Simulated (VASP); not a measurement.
Here is a VASP 6.6.1 calculation.

File INCAR:

```
ALGO = Normal
DIPOL = 0.5 0.5 0.350
EDIFF = 1E-7
ENCUT = 520
GGA = PE
IDIPOL = 3
ISIF = 2
ISMEAR = 0
ISPIN = 2
LASPH = T
LCHARG = F
LDIPOL = T
LORBIT = 11
LREAL = F
LWAVE = F
MAGMOM = 0 0 0 0 1
NBANDS = 30
NELM = 150
PREC = Accurate
SIGMA = 0.05
```

KPOINTS

```
k-points
0
Gamma
  7 7 1
```

Contents of POSCAR:

```
Ga2As2H
1.0
    4.0629609257      0.0000000000      0.0000000000
    0.0000000000      4.0629609257      0.0000000000
    0.0000000000      0.0000000000     19.8904986560
As Ga H
2 2 1
Direct
    0.0000000000      0.5000000000      0.2011010417
    0.5000000000      0.0000000000      0.3511019680
    0.5000000000      0.5000000000      0.2733201266
    0.0000000000      0.0000000000      0.4218345051
    0.0000000000      0.0000000000      0.5008470987
```

Potentials or basis: VASP PAW PBE potentials, release 64 (As, Ga_d, H).

Run with:

```bash
$ cat potpaw_PBE.64/As/POTCAR potpaw_PBE.64/Ga_d/POTCAR potpaw_PBE.64/H/POTCAR > POTCAR
$ mpirun -np 1 vasp_std > vasp.out
```

(1) Predict the site moments.

(2) Predict the largest force.

Answers

(1) As +0.06, +0.00; Ga -0.00, +0.00; H +0.00 μB.

(2) 0.449 eV/Å.
